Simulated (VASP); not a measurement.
# BaB (Fm-3m) in VASP: notebook

Aim: see how the results for BaB move with the level of theory and the settings. Levels: LDA, PBE. Tasks: single point.

Everything below comes from runs of VASP 6.6.1. Logs are shortened: lines on timing, memory, paths and dates and some standing lists are left out, and cuts for length are marked.

## 1. The cell of the first run

Symmetry: Fm-3m, No. 225, cubic system. The conventional cell has a = 6.166 Å, b = 6.166 Å, c = 6.166 Å, α = 90.00°, β = 90.00°, γ = 90.00°. Ba (site symmetry m-3m) has 6 B at 3.08 Å within 4.1 Å. B (site symmetry m-3m) has 6 Ba at 3.08 Å within 4.1 Å.

## 2. Single point, LDA

The input, INCAR:

```
  PREC = Accurate
  ENCUT = 520
  EDIFF = 1E-6
  ISMEAR = 0
  SIGMA = 0.05
  LREAL = False
  LASPH = True
  NELM = 60
  ALGO = Normal
  ISIF = 2
  LWAVE = False
  LCHARG = True
  GGA = CA
  LELF = True
  LVHAR = True
  NBANDS = 14
```

The input, KPOINTS:

```
Automatic mesh
0
Gamma
  10 10 10
```

The input, POSCAR:

```
BaB
1.0
    0.0000000000      3.0827929264      3.0827929264
    3.0827929264      0.0000000000      3.0827929264
    3.0827929264      3.0827929264      0.0000000000
Ba B
1 1
Direct
    0.5000000000      0.5000000000      0.5000000000
    0.0000000000      0.0000000000      0.0000000000
```

Potentials or basis: VASP PAW LDA potentials, release 64 (Ba_sv, B).

Command:

```console
> cat potpaw_LDA.64/Ba_sv/POTCAR potpaw_LDA.64/B/POTCAR > POTCAR
> mpirun -np 1 vasp_std > vasp.out
```

OUTCAR:

```text
PREC = Accurate
   ENCUT = 520
   EDIFF = 1E-6
   ISMEAR = 0
   LREAL = False
   LASPH = True
   NELM = 60
   ISIF = 2
   GGA = CA

 ion  position               nearest neighbor table
   1  0.500  0.500  0.500-   2 3.08   2 3.08   2 3.08   2 3.08   2 3.08   2 3.08
   2  0.000  0.000  0.000-   1 3.08   1 3.08   1 3.08   1 3.08   1 3.08   1 3.08

  LATTYP: Found a face centered cubic cell.
 ALAT       =     6.1655858528

  Lattice vectors:

 A1 = (   0.0000000000,   3.0827929264,   3.0827929264)
 A2 = (   3.0827929264,   0.0000000000,   3.0827929264)
 A3 = (   3.0827929264,   3.0827929264,   0.0000000000)

Analysis of symmetry for initial positions (statically):
=====================================================================
 Subroutine PRICEL returns:
 Original cell was already a primitive cell.

 Routine SETGRP: Setting up the symmetry group for a
 face centered cubic supercell.

 Subroutine GETGRP returns: Found 48 space group operations
 (whereof 48 operations were pure point group operations)
 out of a pool of 48 trial point group operations.

The static configuration has the point symmetry O_h .

Analysis of symmetry for dynamics (positions and initial velocities):
=====================================================================
 Subroutine PRICEL returns:
 Original cell was already a primitive cell.

 Routine SETGRP: Setting up the symmetry group for a
 face centered cubic supercell.

 Subroutine GETGRP returns: Found 48 space group operations
 (whereof 48 operations were pure point group operations)
 out of a pool of 48 trial point group operations.

The dynamic configuration has the point symmetry O_h .

 Subroutine INISYM returns: Found 48 space group operations
 (whereof 48 operations are pure point group operations),
 and found     1 'primitive' translations

----------------------------------------------------------------------------------------

                                     Primitive cell

  volume of cell :      58.5953

  direct lattice vectors                    reciprocal lattice vectors
     0.000000000  3.082792926  3.082792926    -0.162190589  0.162190589  0.162190589
     3.082792926  0.000000000  3.082792926     0.162190589 -0.162190589  0.162190589
     3.082792926  3.082792926  0.000000000     0.162190589  0.162190589 -0.162190589

  length of vectors
     4.359727567  4.359727567  4.359727567     0.280922340  0.280922340  0.280922340

  position of ions in fractional coordinates (direct lattice)
     0.500000000  0.500000000  0.500000000
     0.000000000  0.000000000  0.000000000

  ion indices of the primitive-cell ions
   primitive index   ion index
                 1           1
[... 80 lines left out ...]
   ISYM   =      2    0-nonsym 1-usesym 2-fastsym
   POTIM  = 0.5000    time-step for ionic-motion
   TEBEG  =    0.0;   TEEND  =   0.0 temperature during run
   PSTRESS=    0.0 pullay stress
   NELECT =      13.0000    total number of electrons
   NUPDOWN=      -1.0000    fix difference up-down
   EMIN   =  10.00;   EMAX   =-10.00  energy-range for DOS
   EFERMI =   0.00;   METHOD = LEGACY
   ISMEAR =     0;   SIGMA  =   0.05  broadening in eV -4-tet -1-fermi 0-gaus
   EFERMI_NEDOS =   21; number of points for ismear=-14 and -15
   IALGO  =     38    algorithm
   IMIX   =      4    mixing-type and parameters
     AMIX     =   0.40;   BMIX     =  1.00
     AMIX_MAG =   1.60;   BMIX_MAG =  1.00
  volume/ion in A,a.u.               =      29.30       197.71
  Fermi-wavevector in a.u.,A,eV,Ry     =   0.991064  1.872839 13.363743  0.982207
  Thomas-Fermi vector in A             =   2.122779
   LORBIT       =      0    0 simple, 1 ext, 2 COOP (PROOUT), +10 PAW based schemes
   GGA     = CA    functional components
   LHFCALC =     F    Hartree Fock is set to
   AEXX    =    0.0000 exact exchange contribution
   IVDW    =     0    specifies the selected vdW correction
   LEPSILON=     F    determine dielectric tensor
   LRPA    =     F    only Hartree local field effects (RPA)
 non-spin polarized calculation
 Gauss-broadening in eV      SIGMA  =   0.05
  energy-cutoff  :      520.00
  volume of cell :       58.60
 maximum number of plane-waves:      1596
   NGX = 17   NGY = 17   NGZ = 17

 number of electron      13.0000001 magnetization

 Free energy of the ion-electron system (eV)
  ---------------------------------------------------
  ext. energy  EPLUGINS =         0.00000000
  ---------------------------------------------------
  free energy    TOTEN  =        -6.95594595 eV

  energy without entropy =       -6.95020078  energy(sigma->0) =       -6.95307336

 E-fermi :   1.8370     XC(G=0):  -8.9205

 val. band max:        1.8261664069   @ k =   0.2000   0.0000   0.0000
 cond. band min:       1.8459730021   @ k =   0.5000   0.2000   0.1000
 fundamental gap:      0.0198065952
 Fermi energy:         1.8370128875

 k-point     1 :       0.0000    0.0000    0.0000
  band No.  band energies     occupation
      1     -25.4371      2.00000
      2     -10.4303      2.00000
      3     -10.4303      2.00000
      4     -10.4303      2.00000
      5      -4.2194      2.00000
      6       3.3176      0.00000
      7       3.3176      0.00000
      8       3.3176      0.00000
      9       4.4913      0.00000
     10       4.4913      0.00000
     11       4.4913      0.00000
     12       5.9266      0.00000
     13       5.9266      0.00000
     14       6.5370      0.00000
[... 377 lines left out ...]
      1     -25.3670      2.00000
      2     -10.9943      2.00000
      3     -10.6496      2.00000
      4     -10.6245      2.00000
      5      -3.3859      2.00000
      6       1.3558      2.00000
      7       2.3203      0.00000
      8       2.7143      0.00000
      9       3.3546      0.00000
     10       7.2793      0.00000
     11       7.7882      0.00000
     12       7.8441      0.00000
     13       7.9951      0.00000
     14      10.5422      0.00000

 [... further k-points ...]
[... 5 lines left out ...]
  --------------------------------------------------------------------------------------
  -------------------------------------------------------------------------------------
  Total       -0.8382425     -0.8382425     -0.8382425      0.0000000      0.0000000      0.0000000
  in kB      -22.9201373    -22.9201373    -22.9201373      0.0000000      0.0000000      0.0000000
  external PRESSURE =     -22.9201373 kB  Pullay stress =       0.0000000 kB

 VOLUME and BASIS-vectors are now :
 -----------------------------------------------------------------------------
  energy-cutoff  :      520.00
  volume of cell :       58.60
      direct lattice vectors                 reciprocal lattice vectors
     0.000000000  3.082792926  3.082792926    -0.162190589  0.162190589  0.162190589
     3.082792926  0.000000000  3.082792926     0.162190589 -0.162190589  0.162190589
     3.082792926  3.082792926  0.000000000     0.162190589  0.162190589 -0.162190589

 POSITION                                       TOTAL-FORCE (eV/Angst)
 -----------------------------------------------------------------------------------
      3.08279      3.08279      3.08279         0.000000     -0.000000     -0.000000
      0.00000      0.00000      0.00000        -0.000000      0.000000      0.000000
 -----------------------------------------------------------------------------------
    total drift:                                0.000000     -0.000000      0.000000

  FREE ENERGIE OF THE ION-ELECTRON SYSTEM (eV)
  ---------------------------------------------------
  free  energy   TOTEN  =        -6.9559459469 eV

  energy  without entropy=       -6.9502007830  energy(sigma->0) =       -6.95307336
```

OSZICAR:

```text
N       E                     dE             d eps       ncg     rms          rms(c)
DAV:   1     0.560352951157E+02    0.56035E+02   -0.54691E+03  1316   0.763E+02
DAV:   2    -0.410411859442E+01   -0.60139E+02   -0.57238E+02  1888   0.147E+02
DAV:   3    -0.706496364779E+01   -0.29608E+01   -0.29418E+01  1802   0.326E+01
DAV:   4    -0.717415313630E+01   -0.10919E+00   -0.10915E+00  1732   0.402E+00
DAV:   5    -0.717481455834E+01   -0.66142E-03   -0.66140E-03  1764   0.329E-01    0.408E+00
DAV:   6    -0.697192107672E+01    0.20289E+00   -0.21900E-01  1550   0.241E+00    0.249E+00
DAV:   7    -0.695762694630E+01    0.14294E-01   -0.66355E-02  1780   0.125E+00    0.889E-01
DAV:   8    -0.695597805686E+01    0.16489E-02   -0.43934E-03  1580   0.441E-01    0.934E-02
DAV:   9    -0.695595007555E+01    0.27981E-04   -0.52002E-04  1638   0.139E-01    0.610E-02
DAV:  10    -0.695594513981E+01    0.49357E-05   -0.59476E-05  1586   0.529E-02    0.671E-03
DAV:  11    -0.695594594689E+01   -0.80709E-06   -0.32639E-06  1626   0.108E-02
   1 F= -.69559459E+01 E0= -.69530734E+01  d E =-.574516E-02
```

Wall time 26 s (1 thread of Intel Xeon 6975P-C, shared host); peak memory 0.18 GiB.

Results:

```
Free energy : -6.9559 eV
Pressure    : -2.3 GPa
```

Caveat: spin-orbit coupling is left out, which moves the levels of the heavy elements.

## 3. Single point, PBE (volume scaled by 1.020)

The input, INCAR:

```
SYSTEM = BaB
ALGO     = Normal         ! electronic algorithm
EDIFF    = 1E-7           ! SCF threshold, eV
ENCUT    = 520            ! plane-wave cutoff, eV
GGA      = PE             ! functional
ISIF     = 2              ! what is computed and relaxed
ISMEAR   = 0              ! smearing method
LASPH    = .True.         ! aspherical terms in the spheres
LCHARG   = .False.        ! write CHGCAR
LREAL    = .False.        ! projectors in reciprocal space
LWAVE    = .False.        ! write WAVECAR
NBANDS   = 14             ! bands
NELM     = 100            ! most SCF steps
PREC     = Accurate       ! precision mode
SIGMA    = 0.05           ! smearing width, eV
```

The input, KPOINTS:

```
k-points
0
Gamma
  10 10 10
  0 0 0
```

The input, POSCAR:

```
BaB
1.0
    0.0000000000      3.1032093686      3.1032093686
    3.1032093686      0.0000000000      3.1032093686
    3.1032093686      3.1032093686      0.0000000000
Ba B
1 1
Direct
    0.5000000000      0.5000000000      0.5000000000
    0.0000000000      0.0000000000      0.0000000000
```

Potentials or basis: VASP PAW PBE potentials, release 64 (Ba_sv, B).

Command:

```console
> cat potpaw_PBE.64/Ba_sv/POTCAR potpaw_PBE.64/B/POTCAR > POTCAR
> mpirun -np 1 vasp_std > vasp.out
```

It took 50 s on 1 thread of Intel Xeon 6975P-C, shared host; peak memory 0.22 GiB.

The run converged. Its results:

```
Free energy : -5.9803 eV
Pressure    : 0.0 GPa
```

Levels at points of the mesh, in eV from the Fermi level:
```
           k point  band 3  band 4  band 5  band 6  band 7  band 8  band 9  band 10
(0.00, 0.00, 0.00)  -12.38  -12.38   -6.14    1.44    1.44    1.44    2.72     2.72
(0.50, 0.00, 0.00)  -12.44  -12.44   -4.38   -1.87   -0.44   -0.44    5.15     5.16
(0.50, 0.50, 0.00)  -12.61  -12.61   -5.61    0.30    0.70    1.15    1.15     5.41
```

Caveat: spin-orbit coupling is left out, which moves the levels of the heavy elements.

## 4. Single point, PBE (volume scaled by 1.040)

The input, INCAR:

```
SYSTEM = BaB
PREC     = Accurate       ! precision mode
ENCUT    = 520            ! plane-wave cutoff, eV
EDIFF    = 1E-7           ! SCF threshold, eV
ISMEAR   = 0              ! smearing method
SIGMA    = 0.05           ! smearing width, eV
LREAL    = .FALSE.        ! projectors in reciprocal space
LASPH    = .TRUE.         ! aspherical terms in the spheres
NELM     = 100            ! most SCF steps
ALGO     = Normal         ! electronic algorithm
ISIF     = 2              ! what is computed and relaxed
LWAVE    = .FALSE.        ! write WAVECAR
LCHARG   = .TRUE.         ! write CHGCAR
GGA      = PE             ! functional
LELF     = .TRUE.         ! ELF
LVHAR    = .TRUE.       
NBANDS   = 14             ! bands
```

The input, KPOINTS:

```
regular mesh
0
G
  10 10 10
  0 0 0
```

The input, POSCAR:

```
BaB
1.0
    0.0000000000      3.1233606434      3.1233606434
    3.1233606434      0.0000000000      3.1233606434
    3.1233606434      3.1233606434      0.0000000000
Ba B
1 1
Direct
    0.5000000000      0.5000000000      0.5000000000
    0.0000000000      0.0000000000      0.0000000000
```

Command:

```console
> cat potpaw_PBE.64/Ba_sv/POTCAR potpaw_PBE.64/B/POTCAR > POTCAR
> mpirun -np 1 vasp_std > vasp.out
```

Wall time 45 s (1 thread of Intel Xeon 6975P-C, shared host); peak memory 0.22 GiB.

Results (log left out):

```yaml
Free_energy: -5.9785 eV
Pressure: -0.5 GPa
```

Levels at points of the mesh, in eV from the Fermi level:
| k point | band 3 | band 4 | band 5 | band 6 | band 7 | band 8 | band 9 | band 10 |
| --- | --- | --- | --- | --- | --- | --- | --- | --- |
| (0.00, 0.00, 0.00) | -12.42 | -12.42 | -6.12 | 1.42 | 1.42 | 1.42 | 2.71 | 2.71 |
| (0.50, 0.00, 0.00) | -12.48 | -12.48 | -4.43 | -1.85 | -0.41 | -0.41 | 5.07 | 5.08 |
| (0.50, 0.50, 0.00) | -12.64 | -12.64 | -5.58 | 0.25 | 0.73 | 1.12 | 1.12 | 5.34 |

Caveat: spin-orbit coupling is left out, which moves the levels of the heavy elements.

## 5. Single point, PBE (volume scaled by 1.070)

The input, INCAR:

```
  PREC = Accurate
  ENCUT = 520
  EDIFF = 1E-6
  ISMEAR = 0
  SIGMA = 0.05
  LREAL = F
  LASPH = T
  NELM = 80
  ALGO = Normal
  ISIF = 2
  LWAVE = F
  LCHARG = F
  GGA = PE
  NBANDS = 14
```

The input, KPOINTS:

```
regular mesh
0
Gamma
  10 10 10
```

The input, POSCAR:

```
BaB
1.0
    0.0000000000      3.1531087256      3.1531087256
    3.1531087256      0.0000000000      3.1531087256
    3.1531087256      3.1531087256      0.0000000000
Ba B
1 1
Direct
    0.5000000000      0.5000000000      0.5000000000
    0.0000000000      0.0000000000      0.0000000000
```

Command:

```console
> cat potpaw_PBE.64/Ba_sv/POTCAR potpaw_PBE.64/B/POTCAR > POTCAR
> mpirun -np 1 vasp_std > vasp.out
```

It took 40 s on 1 thread of Intel Xeon 6975P-C, shared host; peak memory 0.22 GiB.

Results (log left out):

| Property | Result |
| --- | --- |
| Free energy | -5.9700 eV |
| Pressure | -1.1 GPa |

Levels at points of the mesh, in eV from the Fermi level:
```
           k point  band 4  band 5  band 6  band 7  band 8  band 9
(0.00, 0.00, 0.00)  -12.49   -6.08    1.39    1.39    1.39    2.70
(0.50, 0.00, 0.00)  -12.54   -4.49   -1.81   -0.38   -0.38    4.96
(0.50, 0.50, 0.00)  -12.69   -5.54    0.19    0.77    1.07    1.07
```

Caveat: spin-orbit coupling is left out, which moves the levels of the heavy elements.

[end of part 1 of 2]
